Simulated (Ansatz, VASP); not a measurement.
**Al in VASP and in Ansatz**

```
Al
1.0
     2.93260    0.00000    0.00000
    -1.46630    2.53971    0.00000
     0.00000    0.00000    8.44260
Al
4
Cartesian
  0.0000 0.0000 0.0000
  0.0000 1.6931 2.1107
  0.0000 0.0000 4.2213
  1.4663 0.8466 6.3320
```

Alike in both runs: task single point; functional PBE; dispersion D3(BJ); k mesh 18 × 18 × 4; occupations gaussian, width 0.15 eV; no spin polarisation.

```csv
,VASP,Ansatz
version,VASP 6.6.1,Ansatz 0.2.0
potentials or method,"VASP PAW PBE potentials, release 64 (Al), cutoff 520 eV","scalar-relativistic, plane waves, PAW"
valence electrons in the cell,12,12
```

VASP gave:

```
gap on the k mesh at the Fermi level (eV)                     : none
pressure (GPa)                                                : 2.6
traceless stress, the component that is largest in VASP (GPa) : 8.55
```

Estimate Ansatz's values.

gap on the k mesh at the Fermi level (eV): none; pressure (GPa): 2.6; traceless stress, the component that is largest in VASP (GPa): 8.56.

A gap of «none» marks a metal or a gap that the smearing closes.
